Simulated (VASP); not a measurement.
**TmH: relaxation of cell and atoms with PBE**

Crystal: TmH.

```xyz
2
Lattice="1.5602 0.9008 3.9796 -1.5602 0.9008 3.9796 0.0000 -1.8015 3.9796" Properties=species:S:1:pos:R:3 pbc="T T T"
Tm    0.0000    0.0000    0.0000
H     0.0000    0.0000    5.9695
```

The cell was generated, and may not be a known phase.

| Item | Value |
| --- | --- |
| Program | VASP 6.6.1 |
| Task | relaxation of cell and atoms |
| Functional | PBE |
| Potentials or basis | VASP PAW PBE potentials, release 64 (Tm_3, H), 4f in core |
| Cutoff | 500 eV |
| k mesh | 24 × 24 × 24 |
| Occupations | gaussian, width 0.1 eV |
| Spin | no spin polarisation |
| Dipole correction | no |
| Further INCAR settings | ALGO = Normal; EDIFF = 1e-07; IBRION = 2; EDIFFG = -0.01; NSW = 100; ISIF = 3 |

```json
{"Relaxed volume": "14.20 Å³/atom", "Relaxed cell": "a = 3.425 Å, b = 3.425 Å, c = 3.425 Å, α = 60.01°, β = 60.01°, γ = 60.01°", "Space group after relaxing (to 0.1 Å)": "Fm-3m (No. 225)", "Energy gained by relaxing": "436.4 meV/atom", "Ionic steps": "9", "Pressure after relaxing": "0.0 GPa", "Band gap on the k mesh": "zero (bands 5 and 6 overlap by 2.28 eV)"}
```

Stress tensor (GPa, compression positive):
```
-0.05  0.00  0.00
 0.00 -0.05  0.00
 0.00  0.00  0.10
```

The path:
```csv
step,energy change (eV),largest force (eV/Å),pressure (GPa),volume (Å³)
1,0.0000,0.0000,-1.39,33.56
2,-0.3398,0.0000,-3.74,32.69
3,-0.6964,0.0000,-4.38,31.09
4,-0.4206,0.0000,8.55,26.11
5,-0.8592,0.0000,-2.68,29.61
6,-0.8672,0.0000,-1.87,29.21
7,-0.8664,0.0000,-2.13,29.34
8,-0.8722,0.0000,0.69,28.13
9,-0.8728,0.0000,0.00,28.40
```

Final structure:
```
Tm H
1.0
     1.71241    0.98866    2.79601
    -1.71241    0.98866    2.79601
     0.00000   -1.97732    2.79601
Tm H
1 1
Direct
  0.00000 0.00000 0.00000
  0.50000 0.50000 0.50000
```

Levels at points of the mesh, in eV from the Fermi level:
```tsv
k point	band 3	band 4	band 5	band 6	band 7	band 8
(0.00, 0.00, 0.00)	-25.05	-8.61	1.84	1.84	1.84	4.30
(0.50, 0.00, 0.00)	-25.14	-4.50	-3.16	1.26	1.27	6.16
(0.50, 0.50, 0.00)	-25.31	-6.41	-1.38	1.72	6.24	6.94
(0.50, 0.50, 0.50)	-25.14	-4.50	-3.16	1.26	1.26	6.16
```

Run time: 30 min on 1 thread of AMD EPYC 9R45 96-Core Processor (Zen 5), on a shared host, peak memory 0.58 GiB.

Caveat: the volume moved by over 15 % at a fixed basis, so the end points are rough; spin-orbit coupling is left out, which moves the levels of the heavy elements; the 4f electrons are frozen in the core, so they carry no moment and show no levels. Spin polarisation is off, so any magnetic state and its effect on volume and gap are missing.
